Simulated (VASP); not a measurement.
# BAs (F-43m) in VASP: notebook

BAs is run at these levels: PBE+D4; tasks: relaxation of cell and atoms.

All numbers are computed with VASP 6.6.1; they aren't measurements. Logs are shortened: lines on timing, memory, paths and dates and some standing lists are left out, and cuts for length are marked.

**1. The cell of the first run**

Symmetry: F-43m, No. 216, cubic system. Conventional cell: a = 4.777 Å, b = 4.777 Å, c = 4.777 Å, α = 90.00°, β = 90.00°, γ = 90.00°. B (site symmetry -43m) has 4 As at 2.07 Å within 2.7 Å. As (site symmetry -43m) has 4 B at 2.07 Å within 2.7 Å.

**2. Relaxation of cell and atoms, PBE+D4, target pressure 5 GPa, at which the enthalpy is minimised**

File INCAR:

```
SYSTEM = BAs
PREC     = Accurate       ! precision mode
ENCUT    = 500            ! plane-wave cutoff, eV
EDIFF    = 1E-7           ! SCF threshold, eV
ISMEAR   = 1              ! smearing method
SIGMA    = 0.01           ! smearing width, eV
LREAL    = .False.        ! projectors in reciprocal space
LASPH    = .True.         ! aspherical terms in the spheres
NELM     = 120            ! most SCF steps
ALGO     = Normal         ! electronic algorithm
ISIF     = 3              ! what is computed and relaxed
LWAVE    = .False.        ! write WAVECAR
LCHARG   = .False.        ! write CHGCAR
GGA      = PE             ! functional
IVDW     = 13             ! dispersion correction
IBRION   = 2              ! ionic algorithm
NSW      = 80             ! ionic steps
EDIFFG   = -0.01          ! ionic threshold
PSTRESS  = 50.0         
GGA_COMPAT= .False.      
NELMIN   = 4
```

File KPOINTS:

```
Automatic mesh
0
Gamma
  8 8 8
  0 0 0
```

File POSCAR:

```
BAs
1.0
    0.0000000000      2.3885000000      2.3885000000
    2.3885000000      0.0000000000      2.3885000000
    2.3885000000      2.3885000000      0.0000000000
B As
1 1
Direct
    0.0000000000      0.0000000000      0.0000000000
    0.2500000000      0.2500000000      0.2500000000
```

Potentials or basis: VASP PAW PBE potentials, release 64 (B, As).

On the command line:

```sh
$ cat potpaw_PBE.64/B/POTCAR potpaw_PBE.64/As/POTCAR > POTCAR
$ mpirun -np 1 vasp_std > vasp.out
```

OUTCAR:

```text
SYSTEM = BAs
   PREC = Accurate
   ENCUT = 500
   EDIFF = 1E-7
   ISMEAR = 1
   LREAL = .False.
   LASPH = .True.
   NELM = 120
   ISIF = 3
   GGA = PE
   IVDW = 13
   IBRION = 2
   NSW = 80
   EDIFFG = -0.01
   PSTRESS = 50.0
   NELMIN = 4

 ion  position               nearest neighbor table
   1  0.000  0.000  0.000-   2 2.07   2 2.07   2 2.07   2 2.07
   2  0.250  0.250  0.250-   1 2.07   1 2.07   1 2.07   1 2.07

  LATTYP: Found a face centered cubic cell.
 ALAT       =     4.7770000000

  Lattice vectors:

 A1 = (   0.0000000000,   2.3885000000,   2.3885000000)
 A2 = (   2.3885000000,   0.0000000000,   2.3885000000)
 A3 = (   2.3885000000,   2.3885000000,   0.0000000000)

Analysis of symmetry for initial positions (statically):
=====================================================================
 Subroutine PRICEL returns:
 Original cell was already a primitive cell.

 Routine SETGRP: Setting up the symmetry group for a
 face centered cubic supercell.

 Subroutine GETGRP returns: Found 24 space group operations
 (whereof 24 operations were pure point group operations)
 out of a pool of 48 trial point group operations.

The static configuration has the point symmetry T_d .

Analysis of symmetry for dynamics (positions and initial velocities):
=====================================================================
 Subroutine PRICEL returns:
 Original cell was already a primitive cell.

 Routine SETGRP: Setting up the symmetry group for a
 face centered cubic supercell.

 Subroutine GETGRP returns: Found 24 space group operations
 (whereof 24 operations were pure point group operations)
 out of a pool of 48 trial point group operations.

The dynamic configuration has the point symmetry T_d .

 Subroutine INISYM returns: Found 24 space group operations
 (whereof 24 operations are pure point group operations),
 and found     1 'primitive' translations

----------------------------------------------------------------------------------------

                                     Primitive cell

  volume of cell :      27.2525

  direct lattice vectors                    reciprocal lattice vectors
     0.000000000  2.388500000  2.388500000    -0.209336404  0.209336404  0.209336404
     2.388500000  0.000000000  2.388500000     0.209336404 -0.209336404  0.209336404
     2.388500000  2.388500000  0.000000000     0.209336404  0.209336404 -0.209336404

  length of vectors
     3.377849094  3.377849094  3.377849094     0.362581287  0.362581287  0.362581287

  position of ions in fractional coordinates (direct lattice)
     0.000000000  0.000000000  0.000000000
     0.250000000  0.250000000  0.250000000

  ion indices of the primitive-cell ions
   primitive index   ion index
                 1           1
                 2           2

----------------------------------------------------------------------------------------

 KPOINTS: Automatic mesh

Automatic generation of k-mesh.
 Grid dimensions read from file:
 generate k-points for:    8    8    8

 Generating k-lattice:

  Cartesian coordinates                     Fractional coordinates (reciprocal lattice)
    -0.026167050  0.026167050  0.026167050     0.125000000  0.000000000  0.000000000
     0.026167050 -0.026167050  0.026167050     0.000000000  0.125000000  0.000000000
     0.026167050  0.026167050 -0.026167050     0.000000000  0.000000000  0.125000000

  Length of vectors
     0.045322661  0.045322661  0.045322661

  Shift w.r.t. Gamma in fractional coordinates (k-lattice)
     0.000000000  0.000000000  0.000000000

 Subroutine IBZKPT returns following result:
 ===========================================

 Found     29 irreducible k-points:

 Following reciprocal coordinates:
            Coordinates               Weight
  0.000000  0.000000  0.000000      1.000000
  0.125000  0.000000  0.000000      8.000000
  0.250000  0.000000  0.000000      8.000000
  0.375000  0.000000  0.000000      8.000000
  0.500000  0.000000  0.000000      4.000000
  0.125000  0.125000  0.000000      6.000000
[... 16 lines left out ...]
  0.500000  0.250000  0.125000     48.000000
 -0.375000  0.250000  0.125000     24.000000
 [... further k-points ...]
   k-points           NKPTS =     29   k-points in BZ     NKDIM =     29   number of bands    NBANDS=      8
   number of dos      NEDOS =    301   number of ions     NIONS =      2
   total plane-waves  NPLWV =  21952
   dimension x,y,z NGX =    28 NGY =   28 NGZ =   28
   dimension x,y,z NGXF=    56 NGYF=   56 NGZF=   56
   ions per type =               1   1
   NGX,Y,Z   is equivalent  to a cutoff of  13.78, 13.78, 13.78 a.u.
   NGXF,Y,Z  is equivalent  to a cutoff of  27.56, 27.56, 27.56 a.u.
 SYSTEM =  BAs
   PREC   = accura    normal or accurate (medium, high low for compatibility)
   ISTART =      0    job   : 0-new  1-cont  2-samecut
   ICHARG =      2    charge: 1-file 2-atom 10-const
   ISPIN  =      1    spin polarized calculation?
   LNONCOLLINEAR =      F non collinear calculations
   LSORBIT =      F    spin-orbit coupling
   LASPH  =      T    aspherical Exc in radial PAW
   ENCUT  =  500.0 eV  36.75 Ry    6.06 a.u.   6.16  6.16  6.16*2*pi/ulx,y,z
   NELM   =    120;   NELMIN=  4; NELMDL= -5     # of ELM steps
   EDIFF  = 0.1E-06   stopping-criterion for ELM
   LREAL  =      F    real-space projection
   EDIFFG = -.1E-01   stopping-criterion for IOM
   NSW    =     80    number of steps for IOM
   IBRION =      2    ionic relax: 0-MD 1-quasi-New 2-CG
   NFREE  =      1    steps in history (QN), initial steepest desc. (CG)
   ISIF   =      3    stress and relaxation
   ISYM   =      2    0-nonsym 1-usesym 2-fastsym
   POTIM  = 0.5000    time-step for ionic-motion
   TEBEG  =    0.0;   TEEND  =   0.0 temperature during run
   PSTRESS=   50.0 pullay stress
   NELECT =       8.0000    total number of electrons
   NUPDOWN=      -1.0000    fix difference up-down
   EMIN   =  10.00;   EMAX   =-10.00  energy-range for DOS
   EFERMI =   0.00;   METHOD = LEGACY
   ISMEAR =     1;   SIGMA  =   0.01  broadening in eV -4-tet -1-fermi 0-gaus
   EFERMI_NEDOS =   21; number of points for ismear=-14 and -15
   IALGO  =     38    algorithm
   IMIX   =      4    mixing-type and parameters
     AMIX     =   0.40;   BMIX     =  1.00
     AMIX_MAG =   1.60;   BMIX_MAG =  1.00
  volume/ion in A,a.u.               =      13.63        91.95
  Fermi-wavevector in a.u.,A,eV,Ry     =   1.088018  2.056057 16.106360  1.183784
  Thomas-Fermi vector in A             =   2.224191
   LORBIT       =      0    0 simple, 1 ext, 2 COOP (PROOUT), +10 PAW based schemes
   GGA     = PE    functional components
   LHFCALC =     F    Hartree Fock is set to
   AEXX    =    0.0000 exact exchange contribution
   IVDW    =    13    specifies the selected vdW correction
   LEPSILON=     F    determine dielectric tensor
   LRPA    =     F    only Hartree local field effects (RPA)
 conjugate gradient relaxation of ions
 non-spin polarized calculation
 Methfessel and Paxton  Order N= 1 SIGMA  =   0.01
  energy-cutoff  :      500.00
  volume of cell :       27.25
 maximum number of plane-waves:       701
 NGX is ok and might be reduce to    28
   NGX = 13   NGY = 13   NGZ = 13

--------------------------------------- Ionic step        1  -------------------------------------------

 number of electron       8.0000000 magnetization

 Free energy of the ion-electron system (eV)
  ---------------------------------------------------
  ext. energy  EPLUGINS =         0.00000000
  ---------------------------------------------------
  free energy    TOTEN  =       -11.40395257 eV

  energy without entropy =      -11.40395257  energy(sigma->0) =      -11.40395257

------------------------ aborting loop because EDIFF is reached ----------------------------------------

  DFT-D4 for vdW energy calculation

  Edisp (eV):   -0.75132

  FORCE on cell =-STRESS in cart. coord.  units (eV):
  Direction    XX          YY          ZZ          XY          YZ          ZX
  --------------------------------------------------------------------------------------
  -------------------------------------------------------------------------------------
  Total      -0.16392    -0.16392    -0.16392     0.00000     0.00000    -0.00000
  in kB      -9.63713    -9.63713    -9.63713     0.00000     0.00000    -0.00000
  external pressure =      -59.64 kB  Pullay stress =       50.00 kB

 VOLUME and BASIS-vectors are now :
 -----------------------------------------------------------------------------
  energy-cutoff  :      500.00
  volume of cell :       27.25
      direct lattice vectors                 reciprocal lattice vectors
     0.000000000  2.388500000  2.388500000    -0.209336404  0.209336404  0.209336404
     2.388500000  0.000000000  2.388500000     0.209336404 -0.209336404  0.209336404
     2.388500000  2.388500000  0.000000000     0.209336404  0.209336404 -0.209336404
[... 50 lines left out ...]
  FREE ENERGIE OF THE ION-ELECTRON SYSTEM (eV)
  ---------------------------------------------------
  free  energy   TOTEN  =       -12.0992951271 eV

  energy  without entropy=      -12.0992985243  energy(sigma->0) =      -12.09929626

  enthalpy is  TOTEN    =       -11.3097288019 eV   P V=        0.7895663252

--------------------------------------- Ionic step        3  -------------------------------------------

 number of electron       8.0000000 magnetization

 Free energy of the ion-electron system (eV)
  ---------------------------------------------------
  ext. energy  EPLUGINS =         0.00000000
  ---------------------------------------------------
  free energy    TOTEN  =       -11.36067277 eV

  energy without entropy =      -11.36067616  energy(sigma->0) =      -11.36067390

 E-fermi :   6.5847     XC(G=0): -10.7580

 val. band max:        6.5762798245   @ k =   0.0000   0.0000   0.0000
 cond. band min:       7.7255327667   @ k =   0.3750   0.3750   0.0000
 fundamental gap:      1.1492529421
 Fermi energy:         6.5846986168

 k-point     1 :       0.0000    0.0000    0.0000
  band No.  band energies     occupation
      1      -9.1972      2.00000
      2       6.5763      2.00000
      3       6.5763      2.00000
      4       6.5763      2.00000
      5       9.9039      0.00000
      6       9.9039      0.00000
      7       9.9039      0.00000
      8      11.7779      0.00000

 k-point     2 :       0.1250    0.0000    0.0000
  band No.  band energies     occupation
      1      -8.9316      2.00000
      2       4.5711      2.00000
      3       6.1178      2.00000
      4       6.1178      2.00000
      5      10.1249      0.00000
      6      10.5051      0.00000
      7      10.5051      0.00000
      8      12.9375      0.00000
[... 221 lines left out ...]
 k-point    23 :       0.5000    0.2500    0.1250
  band No.  band energies     occupation
      1      -6.3540      2.00000
      2      -0.7740      2.00000
      3       1.9775      2.00000
      4       3.7231      2.00000
      5      10.4887      0.00000
      6      11.7759      0.00000
      7      13.2608      0.00000
      8      14.8624      0.00000

 k-point    24 :      -0.3750    0.2500    0.1250
  band No.  band energies     occupation
      1      -5.5765      2.00000
      2      -1.9740      2.00000
      3       1.8639      2.00000
      4       3.3671      2.00000
      5      10.6063      0.00000
      6      11.4540      0.00000
      7      14.2573      0.00000
      8      15.8458      0.00000

 [... further k-points ...]

------------------------ aborting loop because EDIFF is reached ----------------------------------------

  DFT-D4 for vdW energy calculation

  Edisp (eV):   -0.78192

  FORCE on cell =-STRESS in cart. coord.  units (eV):
  Direction    XX          YY          ZZ          XY          YZ          ZX
  --------------------------------------------------------------------------------------
  -------------------------------------------------------------------------------------
  Total       0.81467     0.81467     0.81467     0.00000     0.00000     0.00000
  in kB      49.84974    49.84974    49.84974     0.00000     0.00000     0.00000
  external pressure =       -0.15 kB  Pullay stress =       50.00 kB

 VOLUME and BASIS-vectors are now :
 -----------------------------------------------------------------------------
  energy-cutoff  :      500.00
  volume of cell :       26.18
      direct lattice vectors                 reciprocal lattice vectors
     0.000000000  2.356860176  2.356860176    -0.212146654  0.212146654  0.212146654
     2.356860176  0.000000000  2.356860176     0.212146654 -0.212146654  0.212146654
     2.356860176  2.356860176  0.000000000     0.212146654  0.212146654 -0.212146654

 POSITION                                       TOTAL-FORCE (eV/Angst)
 -----------------------------------------------------------------------------------
      0.00000      0.00000      0.00000        -0.000000     -0.000000     -0.000000
      1.17843      1.17843      1.17843         0.000000      0.000000      0.000000
 -----------------------------------------------------------------------------------
    total drift:                               -0.000000     -0.000000     -0.000000

  FREE ENERGIE OF THE ION-ELECTRON SYSTEM (eV)
  ---------------------------------------------------
  free  energy   TOTEN  =       -12.1425976280 eV

  energy  without entropy=      -12.1426010252  energy(sigma->0) =      -12.14259876

  enthalpy is  TOTEN    =       -11.3254681614 eV   P V=        0.8171294667

 reached required accuracy - stopping structural energy minimisation
```

Run time: 22 s. Hardware: 1 thread of Intel Xeon 6975P-C (Granite Rapids), shared host; peak memory 0.16 GiB.

What came out:

* Free energy: -12.1426 eV
* Relaxed volume: 13.09 Å³/atom
* Relaxed cell: a = 3.333 Å, b = 3.333 Å, c = 3.333 Å, α = 60.00°, β = 60.00°, γ = 60.00°
* Space group after relaxing (to 0.05 Å): F-43m (No. 216)
* Energy change on relaxing (the enthalpy is what falls): +6.3 meV/atom
* Ionic steps: 3
* Pressure after relaxing: 5.0 GPa
* Band gap on the k mesh: 1.15 eV, indirect (least direct gap 3.33 eV)
* Dispersion energy per atom: -0.391 eV

Step by step:
| step | energy change (eV) | largest force (eV/Å) | pressure (GPa) | volume (Å³) |
| --- | --- | --- | --- | --- |
| 1 | 0.0000 | 0.0000 | -0.96 | 27.25 |
| 2 | 0.0560 | 0.0000 | 10.92 | 25.30 |
| 3 | 0.0127 | 0.0000 | 4.98 | 26.18 |

Final structure:
```xyz
2
Lattice="0.0000 2.3569 2.3569 2.3569 0.0000 2.3569 2.3569 2.3569 0.0000" Properties=species:S:1:pos:R:3 pbc="T T T"
B     0.0000    0.0000    0.0000
As    1.1784    1.1784    1.1784
```

Levels at points of the mesh, in eV from the valence-band top:
```tsv
k point	band 1	band 2	band 3	band 4	band 5	band 6	band 7	band 8
(0.00, 0.00, 0.00)	-15.77	0.00	0.00	0.00	3.33	3.33	3.33	5.20
(0.50, 0.00, 0.00)	-12.75	-9.09	-1.89	-1.89	2.93	4.83	4.83	8.94
(0.50, 0.50, 0.00)	-11.37	-8.76	-4.25	-4.25	1.37	1.40	11.75	11.75
```

Caveat: the cell is relaxed towards a set pressure, so the enthalpy falls and the energy may rise.

(Part 1 of 2 ends here.)
